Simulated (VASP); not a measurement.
# H6C2O in VASP: a series of runs

The runs below take H6C2O through single point, with PBE+D3(BJ).

All numbers are computed with VASP 6.6.1; they aren't measurements. Logs are shortened: lines on timing, memory, paths and dates and some standing lists are left out, and cuts for length are marked.

### Step 1. The cell of the first run

The cell holds a disordered packing, 36 atoms: a = 7.042 Å, b = 7.042 Å, c = 7.042 Å, α = 90.00°, β = 90.00°, γ = 90.00°.

### Step 2. Single point, PBE+D3(BJ)

INCAR reads:

```
SYSTEM = H6C2O
ALGO = Normal
EDIFF = 1E-6
ENCUT = 520
GGA = PE
ISIF = 2
ISMEAR = -1
IVDW = 12
LASPH = .True.
LCHARG = .False.
LREAL = Auto
LWAVE = .False.
NBANDS = 64
NELM = 80
PREC = Accurate
SIGMA = 0.05
```

KPOINTS reads:

```
k-points
0
Gamma
  1 1 1
  0 0 0
```

POSCAR reads:

```
H6C2O
1.0
    7.0419250000      0.0000000000      0.0000000000
    0.0000000000      7.0419250000      0.0000000000
    0.0000000000      0.0000000000      7.0419250000
C O H
8 4 24
Direct
    0.4574601405      0.3343829990      0.0364673012
    0.6251983655      0.2005133539      0.0664306990
    0.9971847187      0.8852834985      0.0483390550
    0.9102482631      0.7601614615      0.2087213369
    0.4853360409      0.8021812218      0.4443813304
    0.3653120418      0.9597091704      0.5283924495
    0.9124493658      0.3186912669      0.6669341125
    1.0408091537      0.4809906382      0.7283661783
    0.6470815864      0.0926877239     -0.1112337891
    1.0141545103      0.5967260373      0.2243420656
    0.3268850492      0.9368035019      0.7260940723
    1.0204170025      0.6334063484      0.5948089478
    0.7436176898     -0.0077535617     -0.0888109430
    0.7574491350      0.2692019583      0.1257042641
    0.5908469630      0.1001998743      0.1817400782
    0.4597464472      0.4374372064      0.1527991281
    0.4662077486      0.4294422335     -0.0834430926
    0.3276660856      0.2685487278      0.0519176220
    1.0463474121      0.5798414496      0.3637499689
    0.8956215807      0.8383929110      0.3366267036
    0.7569947138      0.7327257817      0.1659347409
    0.9960202643      1.0417321968      0.0849199615
    1.1431533281      0.8646073339      0.0141580605
    0.9102482631      0.8723892970     -0.0836845039
    0.4385590588      0.9897293709      0.7980488290
    0.4526177146      1.0931101936      0.4901074635
    0.2318258147      0.9797605058      0.4442819258
    0.4809196349      0.8462742787      0.2836014300
    0.6325401080      0.8205852803      0.4946658762
    0.4099731252      0.6477632182      0.4525325106
    1.0948994771      0.7352534996      0.6600893932
    1.0003088644      0.5319000131      0.8731561327
    1.1964058123      0.4304220792      0.7349268843
    0.9203733354      0.1973892082      0.7632572059
    0.7628453867      0.3698704545      0.6532304732
    0.9295185620      0.2563787601      0.5180827686
```

Potentials or basis: VASP PAW PBE potentials, release 64 (C, O, H).

On the command line:

```
$ cat potpaw_PBE.64/C/POTCAR potpaw_PBE.64/O/POTCAR potpaw_PBE.64/H/POTCAR > POTCAR
$ mpirun -np 1 vasp_gam > vasp.out
```

OUTCAR:

```text
SYSTEM = H6C2O
   EDIFF = 1E-6
   ENCUT = 520
   GGA = PE
   ISIF = 2
   ISMEAR = -1
   IVDW = 12
   LASPH = .True.
   LREAL = Auto
   NELM = 80
   PREC = Accurate
 IVDW          = 12

 ion  position               nearest neighbor table
   1  0.457  0.334  0.036-  18 1.03  17 1.08  16 1.09   2 1.53
   2  0.625  0.201  0.066-  15 1.10  14 1.13   9 1.47   1 1.53
   3  0.997  0.885  0.048-  23 1.07  24 1.12  22 1.13   4 1.56
   4  0.910  0.760  0.209-  20 1.06  21 1.14  10 1.37   3 1.56
   5  0.485  0.802  0.444-  29 1.10  28 1.17  30 1.21   6 1.51
   6  0.365  0.960  0.528-  27 1.12  26 1.15  11 1.43   5 1.51
   7  0.912  0.319  0.667-  34 1.09  35 1.12  36 1.14   8 1.52
   8  0.041  0.481  0.728-  32 1.12  33 1.15  12 1.43   7 1.52
   9  0.647  0.093  0.889-  13 0.99   2 1.47
  10  0.014  0.597  0.224-  19 1.01   4 1.37
  11  0.327  0.937  0.726-  25 1.01   6 1.43
  12  0.020  0.633  0.595-  31 1.00   8 1.43
  13  0.744  0.992  0.911-   9 0.99
  14  0.757  0.269  0.126-   2 1.13
  15  0.591  0.100  0.182-   2 1.10
  16  0.460  0.437  0.153-   1 1.09
  17  0.466  0.429  0.917-   1 1.08
  18  0.328  0.269  0.052-   1 1.03
[... 16 lines left out ...]
  35  0.763  0.370  0.653-   7 1.12
  36  0.930  0.256  0.518-   7 1.14

  LATTYP: Found a simple cubic cell.
 ALAT       =     7.0419250000

  Lattice vectors:

 A1 = (   7.0419250000,   0.0000000000,   0.0000000000)
 A2 = (   0.0000000000,   7.0419250000,   0.0000000000)
 A3 = (   0.0000000000,   0.0000000000,   7.0419250000)

Analysis of symmetry for initial positions (statically):
=====================================================================
 Subroutine PRICEL returns:
 Original cell was already a primitive cell.

 Routine SETGRP: Setting up the symmetry group for a
 simple cubic supercell.

 Subroutine GETGRP returns: Found  1 space group operations
 (whereof  1 operations were pure point group operations)
 out of a pool of 48 trial point group operations.

The static configuration has the point symmetry C_1 .

Analysis of symmetry for dynamics (positions and initial velocities):
=====================================================================
 Subroutine PRICEL returns:
 Original cell was already a primitive cell.

 Routine SETGRP: Setting up the symmetry group for a
 simple cubic supercell.

 Subroutine GETGRP returns: Found  1 space group operations
 (whereof  1 operations were pure point group operations)
 out of a pool of 48 trial point group operations.

The dynamic configuration has the point symmetry C_1 .

 Subroutine INISYM returns: Found  1 space group operations
 (whereof  1 operations are pure point group operations),
 and found     1 'primitive' translations

----------------------------------------------------------------------------------------

                                     Primitive cell

  volume of cell :     349.2000

  direct lattice vectors                    reciprocal lattice vectors
     7.041925000  0.000000000  0.000000000     0.142006625  0.000000000  0.000000000
     0.000000000  7.041925000  0.000000000     0.000000000  0.142006625  0.000000000
     0.000000000  0.000000000  7.041925000     0.000000000  0.000000000  0.142006625

  length of vectors
     7.041925000  7.041925000  7.041925000     0.142006625  0.142006625  0.142006625

  position of ions in fractional coordinates (direct lattice)
     0.457460140  0.334382999  0.036467301
     0.625198365  0.200513354  0.066430699
     0.997184719  0.885283499  0.048339055
     0.910248263  0.760161461  0.208721337
     0.485336041  0.802181222  0.444381330
     0.365312042  0.959709170  0.528392449
[... 28 lines left out ...]
     0.762845387  0.369870455  0.653230473
     0.929518562  0.256378760  0.518082769

  ion indices of the primitive-cell ions
   primitive index   ion index
                 1           1
                 2           2
                 3           3
                 4           4
                 5           5
                 6           6
[... 28 lines left out ...]
                35          35
                36          36

----------------------------------------------------------------------------------------

 KPOINTS: k-points

Automatic generation of k-mesh.
 Grid dimensions read from file:
 generate k-points for:    1    1    1

 Generating k-lattice:

  Cartesian coordinates                     Fractional coordinates (reciprocal lattice)
     0.142006625  0.000000000  0.000000000     1.000000000  0.000000000  0.000000000
     0.000000000  0.142006625  0.000000000     0.000000000  1.000000000  0.000000000
     0.000000000  0.000000000  0.142006625     0.000000000  0.000000000  1.000000000

  Length of vectors
     0.142006625  0.142006625  0.142006625

  Shift w.r.t. Gamma in fractional coordinates (k-lattice)
     0.000000000  0.000000000  0.000000000

 Subroutine IBZKPT returns following result:
 ===========================================

 Found      1 irreducible k-points:

 Following reciprocal coordinates:
            Coordinates               Weight
  0.000000  0.000000  0.000000      1.000000
   k-points           NKPTS =      1   k-points in BZ     NKDIM =      1   number of bands    NBANDS=     64
   number of dos      NEDOS =    301   number of ions     NIONS =     36
   total plane-waves  NPLWV = 157464
   dimension x,y,z NGX =    54 NGY =   54 NGZ =   54
   dimension x,y,z NGXF=   108 NGYF=  108 NGZF=  108
   ions per type =               8   4  24
   NGX,Y,Z   is equivalent  to a cutoff of  12.75, 12.75, 12.75 a.u.
   NGXF,Y,Z  is equivalent  to a cutoff of  25.50, 25.50, 25.50 a.u.
 SYSTEM =  H6C2O
   PREC   = accura    normal or accurate (medium, high low for compatibility)
   ISTART =      0    job   : 0-new  1-cont  2-samecut
   ICHARG =      2    charge: 1-file 2-atom 10-const
   ISPIN  =      1    spin polarized calculation?
   LNONCOLLINEAR =      F non collinear calculations
   LSORBIT =      F    spin-orbit coupling
   LASPH  =      T    aspherical Exc in radial PAW
   ENCUT  =  520.0 eV  38.22 Ry    6.18 a.u.  13.09 13.09 13.09*2*pi/ulx,y,z
   NELM   =     80;   NELMIN=  2; NELMDL= -5     # of ELM steps
   EDIFF  = 0.1E-05   stopping-criterion for ELM
   LREAL  =      T    real-space projection
   EDIFFG = 0.1E-04   stopping-criterion for IOM
   NSW    =      0    number of steps for IOM
   IBRION =     -1    ionic relax: 0-MD 1-quasi-New 2-CG
   NFREE  =      0    steps in history (QN), initial steepest desc. (CG)
   ISIF   =      2    stress and relaxation
   ISYM   =      2    0-nonsym 1-usesym 2-fastsym
   POTIM  = 0.5000    time-step for ionic-motion
   TEBEG  =    0.0;   TEEND  =   0.0 temperature during run
   PSTRESS=    0.0 pullay stress
   NELECT =      80.0000    total number of electrons
   NUPDOWN=      -1.0000    fix difference up-down
   EMIN   =  10.00;   EMAX   =-10.00  energy-range for DOS
   EFERMI =   0.00;   METHOD = LEGACY
   ISMEAR =    -1;   SIGMA  =   0.05  broadening in eV -4-tet -1-fermi 0-gaus
   EFERMI_NEDOS =   21; number of points for ismear=-14 and -15
   IALGO  =     38    algorithm
   IMIX   =      4    mixing-type and parameters
     AMIX     =   0.40;   BMIX     =  1.00
     AMIX_MAG =   1.60;   BMIX_MAG =  1.00
  volume/ion in A,a.u.               =       9.70        65.46
  Fermi-wavevector in a.u.,A,eV,Ry     =   1.001721  1.892978 13.652697  1.003445
  Thomas-Fermi vector in A             =   2.134161
   LORBIT       =      0    0 simple, 1 ext, 2 COOP (PROOUT), +10 PAW based schemes
   GGA     = PE    functional components
   LHFCALC =     F    Hartree Fock is set to
   AEXX    =    0.0000 exact exchange contribution
   IVDW    =    12    specifies the selected vdW correction
   LEPSILON=     F    determine dielectric tensor
   LRPA    =     F    only Hartree local field effects (RPA)
 non-spin polarized calculation
  energy-cutoff  :      520.00
  volume of cell :      349.20
 maximum number of plane-waves:      4718
 NGX is ok and might be reduce to    54
   NGX = 27   NGY = 27   NGZ = 27

 number of electron      80.0000000 magnetization

 Free energy of the ion-electron system (eV)
  ---------------------------------------------------
  ext. energy  EPLUGINS =         0.00000000
  ---------------------------------------------------
  free energy    TOTEN  =      -186.62254738 eV

  energy without entropy =     -186.62254738  energy(sigma->0) =     -186.62254738

 E-fermi :  -1.0415     XC(G=0):  -6.9169

 val. band max:       -2.2812285880   @ k =   0.0000   0.0000   0.0000
 cond. band min:       2.3263690132   @ k =   0.0000   0.0000   0.0000
 fundamental gap:      4.6075976012
 Fermi energy:        -1.0415281671

 k-point     1 :       0.0000    0.0000    0.0000
  band No.  band energies     occupation
      1     -22.4571      2.00000
      2     -22.1793      2.00000
      3     -21.7642      2.00000
      4     -21.6103      2.00000
      5     -15.2809      2.00000
      6     -14.9621      2.00000
[... 44 lines left out ...]
     51       5.5421      0.00000
     52       5.9698      0.00000
 [bands above 52 left out]

------------------------ aborting loop because EDIFF is reached ----------------------------------------

 Edisp (eV)   -1.46497

 E8    (eV) :    -0.3217

  FORCE on cell =-STRESS in cart. coord.  units (eV):
  Direction    XX          YY          ZZ          XY          YZ          ZX
  --------------------------------------------------------------------------------------
  -------------------------------------------------------------------------------------
  Total      -2.10760    -2.33527    -4.27317    -2.89922    -1.24666    -4.83991
  in kB      -9.66995   -10.71452   -19.60590   -13.30201    -5.71986   -22.20619
  external pressure =      -13.33 kB  Pullay stress =        0.00 kB

 VOLUME and BASIS-vectors are now :
 -----------------------------------------------------------------------------
  energy-cutoff  :      520.00
  volume of cell :      349.20
      direct lattice vectors                 reciprocal lattice vectors
     7.041925000  0.000000000  0.000000000     0.142006625  0.000000000  0.000000000
     0.000000000  7.041925000  0.000000000     0.000000000  0.142006625  0.000000000
     0.000000000  0.000000000  7.041925000     0.000000000  0.000000000  0.142006625

 POSITION                                       TOTAL-FORCE (eV/Angst)
 -----------------------------------------------------------------------------------
      3.22140      2.35470      0.25680         2.595719      1.439825      1.313942
      4.40260      1.41200      0.46780        -0.340792     -0.210912     -0.018495
      7.02210      6.23410      0.34040        -1.490969      1.699898      0.517073
      6.40990      5.35300      1.46980        -1.000314      0.982109     -2.505084
      3.41770      5.64890      3.12930        -1.562801     -0.826490     -2.110375
      2.57250      6.75820      3.72090         0.536317      0.950873     -0.677256
[... 28 lines left out ...]
      5.37190      2.60460      4.60000         0.399060     -0.156970      0.612648
      6.54560      1.80540      3.64830         0.719810      0.668701      0.894442
 -----------------------------------------------------------------------------------
    total drift:                                0.001306     -0.012525      0.002808

  FREE ENERGIE OF THE ION-ELECTRON SYSTEM (eV)
  ---------------------------------------------------
  free  energy   TOTEN  =      -188.0875127847 eV

  energy  without entropy=     -188.0875127846  energy(sigma->0) =     -188.08751278
```

It took 63 s on 1 thread of AMD EPYC 7R43 (Zen 3), shared host; peak memory 0.31 GiB.

What came out:

```yaml
Free_energy: -188.0875 eV
Pressure: -1.3 GPa
Largest_force: 3.246 eV/Å
Band_gap_on_the_k_mesh: 4.61 eV
Dispersion_energy_per_atom: -0.041 eV
```

Forces in eV/Å, atoms in the order of the input:
```
C    2.596  1.440  1.314
C   -0.341 -0.211 -0.018
C   -1.491  1.700  0.517
C   -1.000  0.982 -2.505
C   -1.563 -0.826 -2.110
C    0.536  0.951 -0.677
C   -0.748 -0.160 -1.311
C    0.740 -1.357 -0.075
O    0.169 -0.288  0.929
O    1.012 -1.843  1.122
O    0.121  0.455 -0.141
O    0.887  0.958  1.188
H   -0.591  0.639 -0.064
H   -0.361  0.035 -1.132
H   -0.220 -0.118 -0.078
H    0.033  0.094  0.425
H    0.110 -0.167 -0.850
H   -2.222 -1.294 -0.278
H   -0.389  0.243 -0.799
H    0.281  0.639  1.269
H    0.679 -0.141  0.155
H   -0.268 -0.780 -0.062
H    0.910 -0.777 -0.192
H    0.790 -0.351  0.121
H   -0.360 -0.194 -0.277
H   -0.800 -0.585  0.837
H    0.171 -0.278  0.662
H    0.381 -0.943  1.555
H   -0.275 -0.816  0.018
H    1.512  2.193  0.141
H   -0.343 -0.227 -0.895
H    0.149 -0.228 -0.296
H   -1.183  0.461 -0.050
H   -0.040  0.280  0.054
H    0.399 -0.157  0.613
H    0.720  0.669  0.894
```

Caveat: the k points lie up to 0.89 Å⁻¹ apart, too coarse for converged energies, forces and pressures.

### Step 3. Single point, PBE+D3(BJ)

INCAR reads:

```
PREC     = Accurate       # precision mode
ENCUT    = 520            # plane-wave cutoff, eV
EDIFF    = 1E-7           # SCF threshold, eV
ISMEAR   = -1             # smearing method
SIGMA    = 0.05           # smearing width, eV
LREAL    = Auto         
LASPH    = True           # aspherical terms in the spheres
NELM     = 60             # most SCF steps
ALGO     = Normal         # electronic algorithm
ISIF     = 2              # what is computed and relaxed
LWAVE    = False          # write WAVECAR
LCHARG   = False          # write CHGCAR
GGA      = PE             # functional
IVDW     = 12             # dispersion correction
NBANDS   = 64             # bands
```

KPOINTS reads:

```
Automatic mesh
0
Gamma
  1 1 1
```

POSCAR reads:

```
H6C2O
1.0
    7.0419250000      0.0000000000      0.0000000000
    0.0000000000      7.0419250000      0.0000000000
    0.0000000000      0.0000000000      7.0419250000
C O H
8 4 24
Direct
    0.4771706600      0.3276518850     -0.0096706511
    0.6403362717      0.1966933757      0.0146692843
    1.0105191407      0.9051644259      0.0736588362
    0.8903815363      0.7908632938      0.1990932877
    0.5084831207      0.7190789450      0.4888862065
    0.3899501912      0.8948263436      0.5391849530
    0.9152184949      0.3337013672      0.6559285991
    1.0207152164      0.4863442880      0.7547652098
    0.6361328756      0.0723665759     -0.1471898664
    0.9643953890      0.6046500069      0.2491364222
    0.3479020296      0.8964594198      0.7449241507
    1.0224050952      0.6559427997      0.6302254000
    0.7402379321     -0.0156207287     -0.1291692257
    0.7716213961      0.2673558722      0.0107499015
    0.6529606606      0.1226085197      0.1482123141
    0.3930317349      0.3614778629      0.1103817493
    0.5123172996      0.4719164149     -0.0648544255
    0.3994646350      0.2506558931     -0.1235457634
    0.9935351484      0.6008158281      0.3861586143
    0.8384781150      0.8691799472      0.3387142010
    0.7635980218      0.7764496214      0.1190299527
    0.9689111997      1.0498265744      0.0502703451
    1.1605775409      0.9238382971      0.1330318059
    1.0368897709      0.8359503971     -0.0595291770
    0.4421944284      0.9701466573      0.8142517848
    0.4632398101      1.0219932760      0.5009851710
    0.2475175467      0.9336083528      0.4763470216
    0.5142201884      0.6992690209      0.3353344434
    0.6512707818      0.7377244148      0.5314739933
    0.4377638217      0.5994241631      0.5415990656
    1.1218097324      0.7356085161      0.6940289765
    0.9691384103      0.5234790203      0.8930938628
    1.1610887648      0.4479598973      0.8118944749
    0.9572240545      0.1882865836      0.6970111156
    0.7617235344      0.3211479816      0.6733670126
    0.9350284191      0.3326221168      0.4996787100
```

Potentials or basis: VASP PAW PBE potentials, release 64 (C, O, H).

On the command line:

```
$ cat potpaw_PBE.64/C/POTCAR potpaw_PBE.64/O/POTCAR potpaw_PBE.64/H/POTCAR > POTCAR
$ mpirun -np 1 vasp_gam > vasp.out
```

It took 62 s on 1 thread of AMD EPYC 7R43 (Zen 3), shared host; peak memory 0.31 GiB.

The run converged. Its results:

- Free energy: -187.8041 eV
- Pressure: 2.0 GPa
- Largest force: 3.660 eV/Å
- Band gap on the k mesh: 5.05 eV
- Dispersion energy per atom: -0.041 eV

Forces in eV/Å, atoms in the order of the input:
```
C   -0.216  0.720 -1.706
C    0.211  0.128  0.070
C    3.539  0.462  0.812
C   -0.715  0.030  3.106
C   -1.576  1.752 -1.569
C   -0.902  0.381  1.221
C   -0.343 -1.882 -0.906
C    0.357  0.767 -0.236
O    0.351 -0.300  0.561
O   -0.235  0.550 -0.876
O   -1.359 -0.973 -1.322
O    0.978 -0.382  1.650
H    0.269 -0.384 -0.257
H    1.581  1.269 -0.172
H   -0.708 -0.755  0.619
H   -0.846 -0.327  1.155
H    0.293 -0.600 -0.123
H   -0.662  0.771  0.515
H    0.052  0.510  0.068
H    0.984 -0.714 -1.603
H   -1.629 -0.811 -0.470
H   -0.617  0.612 -0.088
H   -0.928 -0.200 -0.251
H   -0.084 -0.300 -0.759
H    0.733  0.142 -0.047
H    1.073  0.986  0.008
H    0.601 -1.391 -0.236
H   -0.061  0.058 -0.393
H    1.094 -0.094  0.849
H   -0.472 -1.638  0.936
H   -0.427 -0.006 -0.769
H   -1.454  0.480  0.801
H    0.628 -0.227 -1.242
H    0.422  0.288  0.187
H   -0.189  0.784  0.203
H    0.256  0.293  0.263
```

Stress tensor (GPa, compression positive):
```
 4.28  2.28 -1.32
 2.28  1.51 -0.21
-1.32 -0.21  0.26
```

Levels at points of the mesh, in eV from the valence-band top:
| k point | band 37 | band 38 | band 39 | band 40 | band 41 | band 42 | band 43 | band 44 |
| --- | --- | --- | --- | --- | --- | --- | --- | --- |
| (0.00, 0.00, 0.00) | -0.62 | -0.30 | -0.10 | 0.00 | 5.05 | 6.18 | 6.47 | 6.75 |

Caveat: the k points lie up to 0.89 Å⁻¹ apart, too coarse for converged energies, forces and pressures.
